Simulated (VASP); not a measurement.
# Ta2H (C222) in VASP: further runs

The runs below take Ta2H through single point, with PBEsol.

Everything below comes from runs of VASP 6.6.1. Logs are shortened: lines on timing, memory, paths and dates and some standing lists are left out, and cuts for length are marked.

**1. The cell of the first run**

It takes space group C222 (No. 21, orthorhombic). Conventional cell: a = 3.383 Å, b = 4.663 Å, c = 4.678 Å, α = 90.00°, β = 90.00°, γ = 90.00°. Within 2.5 Å of Ta (site symmetry 2) lie 2 H at 1.90 Å. Within 2.5 Å of H (site symmetry 222) lie 4 Ta at 1.90 Å.

**2. Single point, PBEsol**

The input, INCAR:

```
  PREC = Accurate
  ENCUT = 520
  EDIFF = 1E-6
  ISMEAR = 1
  SIGMA = 0.15
  LREAL = False
  LASPH = True
  NELM = 80
  ALGO = Normal
  ISIF = 2
  LWAVE = False
  LCHARG = True
  GGA = PS
  LELF = True
  LVHAR = True
  NBANDS = 18
```

The input, KPOINTS:

```
regular mesh
0
Gamma
  10 10 6
```

The input, POSCAR:

```
Ta2H
1.0
    1.6913284332     -2.3312668437      0.0000000000
    1.6913284332      2.3312668437      0.0000000000
    0.0000000000      0.0000000000      4.6778997040
Ta H
2 1
Direct
    0.0000000000      0.5000000000      0.2645700000
    0.5000000000      0.0000000000      0.7354300000
    0.0000000000      0.0000000000      0.0000000000
```

Potentials or basis: VASP PAW PBE potentials, release 64 (Ta_pv, H).

Command:

```console
$ cat potpaw_PBE.64/Ta_pv/POTCAR potpaw_PBE.64/H/POTCAR > POTCAR
$ mpirun -np 1 vasp_std > vasp.out
```

OUTCAR:

```text
PREC = Accurate
   ENCUT = 520
   EDIFF = 1E-6
   ISMEAR = 1
   LREAL = False
   LASPH = True
   NELM = 80
   ISIF = 2
   GGA = PS

 ion  position               nearest neighbor table
   1  0.000  0.500  0.265-   3 1.90   3 1.90   2 2.78   2 2.78   2 3.00   2 3.00   2 3.21   2 3.21
                             2 3.40   2 3.40
   2  0.500  0.000  0.735-   3 1.90   3 1.90   1 2.78   1 2.78   1 3.00   1 3.00   1 3.21   1 3.21
                             1 3.40   1 3.40
   3  0.000  0.000  0.000-   1 1.90   2 1.90   1 1.90   2 1.90

  LATTYP: Found a base centered orthorhombic cell.
 ALAT       =     3.3826568664
 B/A-ratio  =     1.3783643661
 C/A-ratio  =     1.3829069541

  Lattice vectors:

 A1 = (   1.6913284332,  -2.3312668437,   0.0000000000)
 A2 = (   1.6913284332,   2.3312668437,   0.0000000000)
 A3 = (   0.0000000000,   0.0000000000,   4.6778997040)

Analysis of symmetry for initial positions (statically):
=====================================================================
 Subroutine PRICEL returns:
 Original cell was already a primitive cell.

 Routine SETGRP: Setting up the symmetry group for a
 base centered orthorhombic supercell.

 Subroutine GETGRP returns: Found  4 space group operations
 (whereof  4 operations were pure point group operations)
 out of a pool of  8 trial point group operations.

The static configuration has the point symmetry D_2 .

Analysis of symmetry for dynamics (positions and initial velocities):
=====================================================================
 Subroutine PRICEL returns:
 Original cell was already a primitive cell.

 Routine SETGRP: Setting up the symmetry group for a
 base centered orthorhombic supercell.

 Subroutine GETGRP returns: Found  4 space group operations
 (whereof  4 operations were pure point group operations)
 out of a pool of  8 trial point group operations.

The dynamic configuration has the point symmetry D_2 .

 Subroutine INISYM returns: Found  4 space group operations
 (whereof  4 operations are pure point group operations),
 and found     1 'primitive' translations

----------------------------------------------------------------------------------------

                                     Primitive cell

[... 88 lines left out ...]
   LSORBIT =      F    spin-orbit coupling
   LASPH  =      T    aspherical Exc in radial PAW
   ENCUT  =  520.0 eV  38.22 Ry    6.18 a.u.   5.36  5.36  8.70*2*pi/ulx,y,z
   NELM   =     80;   NELMIN=  2; NELMDL= -5     # of ELM steps
   EDIFF  = 0.1E-05   stopping-criterion for ELM
   LREAL  =      F    real-space projection
   EDIFFG = 0.1E-04   stopping-criterion for IOM
   NSW    =      0    number of steps for IOM
   IBRION =     -1    ionic relax: 0-MD 1-quasi-New 2-CG
   NFREE  =      0    steps in history (QN), initial steepest desc. (CG)
   ISIF   =      2    stress and relaxation
   ISYM   =      2    0-nonsym 1-usesym 2-fastsym
   POTIM  = 0.5000    time-step for ionic-motion
   TEBEG  =    0.0;   TEEND  =   0.0 temperature during run
   PSTRESS=    0.0 pullay stress
   NELECT =      23.0000    total number of electrons
   NUPDOWN=      -1.0000    fix difference up-down
   EMIN   =  10.00;   EMAX   =-10.00  energy-range for DOS
   EFERMI =   0.00;   METHOD = LEGACY
   ISMEAR =     1;   SIGMA  =   0.15  broadening in eV -4-tet -1-fermi 0-gaus
   EFERMI_NEDOS =   21; number of points for ismear=-14 and -15
   IALGO  =     38    algorithm
   IMIX   =      4    mixing-type and parameters
     AMIX     =   0.40;   BMIX     =  1.00
     AMIX_MAG =   1.60;   BMIX_MAG =  1.00
  volume/ion in A,a.u.               =      12.30        82.98
  Fermi-wavevector in a.u.,A,eV,Ry     =   1.398569  2.642912 26.612923  1.955995
  Thomas-Fermi vector in A             =   2.521714
   LORBIT       =      0    0 simple, 1 ext, 2 COOP (PROOUT), +10 PAW based schemes
   GGA     = PS    functional components
   LHFCALC =     F    Hartree Fock is set to
   AEXX    =    0.0000 exact exchange contribution
   IVDW    =     0    specifies the selected vdW correction
   LEPSILON=     F    determine dielectric tensor
   LRPA    =     F    only Hartree local field effects (RPA)
 non-spin polarized calculation
 Methfessel and Paxton  Order N= 1 SIGMA  =   0.15
  energy-cutoff  :      520.00
  volume of cell :       36.89
 maximum number of plane-waves:      1014
 NGX is ok and might be reduce to    24
   NGX = 11   NGY = 11   NGZ = 17

 number of electron      23.0000002 magnetization

 Free energy of the ion-electron system (eV)
  ---------------------------------------------------
  ext. energy  EPLUGINS =         0.00000000
  ---------------------------------------------------
  free energy    TOTEN  =       -28.92553653 eV

  energy without entropy =      -28.92346757  energy(sigma->0) =      -28.92484687

 E-fermi :   5.6998     XC(G=0): -12.8596

 val. band max:        5.6976766980   @ k =   0.5000   0.5000   0.0000
 cond. band min:       5.7001818479   @ k =   0.1000  -0.0000   0.1667
 fundamental gap:      0.0025051499
 Fermi energy:         5.6997856637

 k-point     1 :       0.0000    0.0000    0.0000
  band No.  band energies     occupation
      1     -28.7382      2.00000
      2     -27.9279      2.00000
      3     -27.5785      2.00000
      4     -27.5660      2.00000
      5     -27.5399      2.00000
      6     -27.5064      2.00000
[... 481 lines left out ...]
      5     -27.9373      2.00000
      6     -27.8062      2.00000
[... 10 lines left out ...]
     17      11.0707      0.00000
     18      13.8177      0.00000

 [... further k-points ...]

------------------------ aborting loop because EDIFF is reached ----------------------------------------

  FORCE on cell =-STRESS in cart. coord.  units (eV):
  Direction    XX          YY          ZZ          XY          YZ          ZX
  --------------------------------------------------------------------------------------
  -------------------------------------------------------------------------------------
  Total        1.1213817      1.9464965      1.9908899      0.0000000      0.0000000      0.0000000
  in kB       48.7038409     84.5402213     86.4683125      0.0000000      0.0000000      0.0000000
  external PRESSURE =      73.2374582 kB  Pullay stress =       0.0000000 kB

 VOLUME and BASIS-vectors are now :
 -----------------------------------------------------------------------------
  energy-cutoff  :      520.00
  volume of cell :       36.89
      direct lattice vectors                 reciprocal lattice vectors
     1.691328433 -2.331266844  0.000000000     0.295625610 -0.214475662  0.000000000
     1.691328433  2.331266844  0.000000000     0.295625610  0.214475662  0.000000000
     0.000000000  0.000000000  4.677899704     0.000000000  0.000000000  0.213771150

 POSITION                                       TOTAL-FORCE (eV/Angst)
 -----------------------------------------------------------------------------------
      0.84566      1.16563      1.23763         0.000000     -0.000000     -0.038887
      0.84566     -1.16563      3.44027         0.000000      0.000000      0.038887
      0.00000      0.00000      0.00000         0.000000      0.000000      0.000000
 -----------------------------------------------------------------------------------
    total drift:                                0.000000     -0.000000      0.000000

  FREE ENERGIE OF THE ION-ELECTRON SYSTEM (eV)
  ---------------------------------------------------
  free  energy   TOTEN  =       -28.9255365263 eV

  energy  without entropy=      -28.9234675690  energy(sigma->0) =      -28.92484687
```

It took 46 s on 1 thread of AMD EPYC 9R45 (Zen 5), shared host; peak memory 0.18 GiB.

What came out:

```yaml
Free_energy: -28.9255 eV
Pressure: 7.3 GPa
Largest_force: 0.039 eV/Å
```

Forces on the atoms (eV/Å):
```
Ta   0.000  0.000 -0.039
Ta   0.000  0.000  0.039
H    0.000  0.000  0.000
```

Levels at points of the mesh, in eV from the Fermi level:
```
           k point  band 8  band 9  band 10  band 11  band 12  band 13  band 14  band 15
(0.00, 0.00, 0.00)   -4.68   -3.22    -0.56     0.17     0.23     0.88     3.10     3.77
(0.50, 0.00, 0.00)   -3.35   -2.78    -1.85    -0.84    -0.83     2.90     3.08     4.13
(0.50, 0.50, 0.00)   -4.69   -4.12    -2.53     0.00     3.65     4.08     6.17     6.33
(0.00, 0.00, 0.50)   -5.95   -2.33    -1.33    -0.86     0.40     2.39     3.03     3.21
(0.50, 0.00, 0.50)   -4.63   -1.88    -1.77    -0.36     1.08     3.12     3.23     4.42
(0.50, 0.50, 0.50)   -3.23   -3.17    -2.18     0.22     0.27     0.80     1.62     6.49
```

Caveat: the PAW data sets were made with another functional, which shifts forces and pressure a little; spin-orbit coupling is left out, which moves the levels of the heavy elements.

**3. Single point, PBEsol**

This run uses another cell than the first one, of 12.62 Å³/atom, 1.026 times its volume.

The input, INCAR:

```
PREC = Accurate
ENCUT = 520
EDIFF = 1E-7
ISMEAR = 1
SIGMA = 0.15
LREAL = F
LASPH = T
NELM = 60
ALGO = Normal
ISIF = 2
LWAVE = F
LCHARG = F
GGA = PS
NBANDS = 18
```

The input, KPOINTS:

```
Automatic mesh
0
Gamma
  10 10 6
```

The input, POSCAR:

```
Ta2H
1.0
    1.7060363752     -2.3515397469      0.0000000000
    1.7060363752      2.3515397469      0.0000000000
    0.0000000000      0.0000000000      4.7185791346
Ta H
2 1
Direct
    0.0000000000      0.5000000000      0.2645700000
    0.5000000000      0.0000000000      0.7354300000
    0.0000000000      0.0000000000      0.0000000000
```

Potentials or basis: VASP PAW PBE potentials, release 64 (Ta_pv, H).

Command:

```console
$ cat potpaw_PBE.64/Ta_pv/POTCAR potpaw_PBE.64/H/POTCAR > POTCAR
$ mpirun -np 1 vasp_std > vasp.out
```

OUTCAR:

```text
PREC = Accurate
   ENCUT = 520
   EDIFF = 1E-7
   ISMEAR = 1
   LREAL = F
   LASPH = T
   NELM = 60
   ISIF = 2
   GGA = PS

 ion  position               nearest neighbor table
   1  0.000  0.500  0.265-   3 1.92   3 1.92   2 2.80   2 2.80   2 3.02   2 3.02   2 3.24   2 3.24
                             2 3.43   2 3.43
   2  0.500  0.000  0.735-   3 1.92   3 1.92   1 2.80   1 2.80   1 3.02   1 3.02   1 3.24   1 3.24
                             1 3.43   1 3.43
   3  0.000  0.000  0.000-   1 1.92   2 1.92   1 1.92   2 1.92

[... 703 lines left out ...]
  FORCE on cell =-STRESS in cart. coord.  units (eV):
  Direction    XX          YY          ZZ          XY          YZ          ZX
  --------------------------------------------------------------------------------------
  -------------------------------------------------------------------------------------
  Total       -0.1189274      0.4889708      0.5303521      0.0000000      0.0000000      0.0000000
  in kB       -5.0328120     20.6924377     22.4436252      0.0000000      0.0000000      0.0000000
  external PRESSURE =      12.7010836 kB  Pullay stress =       0.0000000 kB

 VOLUME and BASIS-vectors are now :
 -----------------------------------------------------------------------------
  energy-cutoff  :      520.00
  volume of cell :       37.86
      direct lattice vectors                 reciprocal lattice vectors
     1.706036375 -2.351539747  0.000000000     0.293076987 -0.212626642  0.000000000
     1.706036375  2.351539747  0.000000000     0.293076987  0.212626642  0.000000000
     0.000000000  0.000000000  4.718579135     0.000000000  0.000000000  0.211928204

 POSITION                                       TOTAL-FORCE (eV/Angst)
 -----------------------------------------------------------------------------------
      0.85302      1.17577      1.24839        -0.000000      0.000000      0.000106
      0.85302     -1.17577      3.47018        -0.000000      0.000000     -0.000106
      0.00000      0.00000      0.00000         0.000000     -0.000000      0.000000
 -----------------------------------------------------------------------------------
    total drift:                                0.000000     -0.000000      0.000000

  FREE ENERGIE OF THE ION-ELECTRON SYSTEM (eV)
  ---------------------------------------------------
  free  energy   TOTEN  =       -28.9517906129 eV

  energy  without entropy=      -28.9494742324  energy(sigma->0) =      -28.95101849
```

Wall time 46 s (1 thread of AMD EPYC 9R45 (Zen 5), shared host); peak memory 0.18 GiB.

Results:

| Quantity | Value |
| --- | --- |
| Free energy | -28.9518 eV |
| Pressure | 1.3 GPa |

Stress tensor (GPa, compression positive):
```
-0.50  0.00  0.00
 0.00  2.07  0.00
 0.00  0.00  2.24
```

Levels at points of the mesh, in eV from the Fermi level:
| k point | band 9 | band 10 | band 11 | band 12 | band 13 | band 14 |
| --- | --- | --- | --- | --- | --- | --- |
| (0.00, 0.00, 0.00) | -3.16 | -0.59 | 0.18 | 0.24 | 0.85 | 3.02 |
| (0.50, 0.00, 0.00) | -2.71 | -1.79 | -0.84 | -0.82 | 2.82 | 3.01 |
| (0.50, 0.50, 0.00) | -3.97 | -2.44 | -0.07 | 3.54 | 3.95 | 5.98 |
| (0.00, 0.00, 0.50) | -2.25 | -1.28 | -0.82 | 0.39 | 2.32 | 2.95 |
| (0.50, 0.00, 0.50) | -1.81 | -1.70 | -0.43 | 0.97 | 3.03 | 3.13 |
| (0.50, 0.50, 0.50) | -3.07 | -2.11 | 0.22 | 0.27 | 0.77 | 1.58 |

Caveat: the PAW data sets were made with another functional, which shifts forces and pressure a little; spin-orbit coupling is left out, which moves the levels of the heavy elements.

(Part 1 of 2 ends here.)
